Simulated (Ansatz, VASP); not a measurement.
# SnO2 in VASP and in Ansatz

```xyz
6
Lattice="4.8270 0.0000 0.0000 0.0000 4.8270 0.0000 0.0000 0.0000 3.2383" Properties=species:S:1:pos:R:3 pbc="T T T"
Sn    0.0000    0.0000    0.0000
Sn    2.4135    2.4135    1.6191
O     1.4798    1.4798    0.0000
O     3.3472    3.3472    0.0000
O     3.8933    0.9337    1.6191
O     0.9337    3.8933    1.6191
```

Alike in both runs: functional PBE; k mesh 7 × 7 × 11; occupations fermi-dirac, width 0.05 eV; no spin polarisation.

Ansatz relaxed the structure, and its values are those at the end. VASP's run is a single point on that final structure, the one shown.

|  | VASP | Ansatz |
| --- | --- | --- |
| version | VASP 6.6.1 | Ansatz 0.2.0 |
| potentials or method | VASP PAW PBE potentials, release 64 (Sn_d, O) | PAW with Ansatz's default frozen-core files, scalar-relativistic |
| plane-wave cutoff (eV) | 520 | 420 |
| valence electrons in the cell | 52 | 52 |

```tsv
	VASP	Ansatz	Ansatz less VASP
pressure (GPa)	0.6	0.0	-0.60
rms of the force components (eV/Å)	0.008	0.000	-0.0074
```
